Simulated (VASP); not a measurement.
Input of a VASP 6.6.1 run:

INCAR

```
PREC     = Accurate       # precision mode
ENCUT    = 520            # plane-wave cutoff, eV
EDIFF    = 1E-7           # SCF threshold, eV
ISMEAR   = -1             # smearing method
SIGMA    = 0.05           # smearing width, eV
LREAL    = F              # projectors in reciprocal space
LASPH    = T              # aspherical terms in the spheres
NELM     = 80             # most SCF steps
ALGO     = Normal         # electronic algorithm
ISIF     = 2              # what is computed and relaxed
LWAVE    = F              # write WAVECAR
LCHARG   = F              # write CHGCAR
GGA      = PE             # functional
NBANDS   = 20             # bands
```

The input KPOINTS:

```
Automatic mesh
0
Gamma
  5 5 3
```

The input POSCAR:

```
MoS2
1.0
    3.2274645616      0.0000000000      0.0000000000
   -1.6137322808      2.7950663001      0.0000000000
    0.0000000000      0.0000000000      6.3124734200
Mo S
1 2
Direct
    0.0000000000      0.0000000000      0.5000000000
    0.6666666667      0.3333333333      0.7446806800
    0.3333333333      0.6666666667      0.2553193200
```

Potentials or basis: VASP PAW PBE potentials, release 64 (Mo_sv, S).

Launch:

```console
$ cat potpaw_PBE.64/Mo_sv/POTCAR potpaw_PBE.64/S/POTCAR > POTCAR
$ mpirun -np 1 vasp_std > vasp.out
```

Question: Predict the largest force.

Answer: 0.185 eV/Å.

Question: Estimate the pressure.

Answer: 0.9 GPa.

Forces in eV/Å, atoms in the order of the input:
```
Mo   0.000  0.000  0.000
S    0.000  0.000  0.185
S    0.000  0.000 -0.185
```

Caveat: the k points lie up to 0.45 Å⁻¹ apart; this functional lacks dispersion, which binds the layers, so the pressure and a relaxed spacing across them are unreliable.
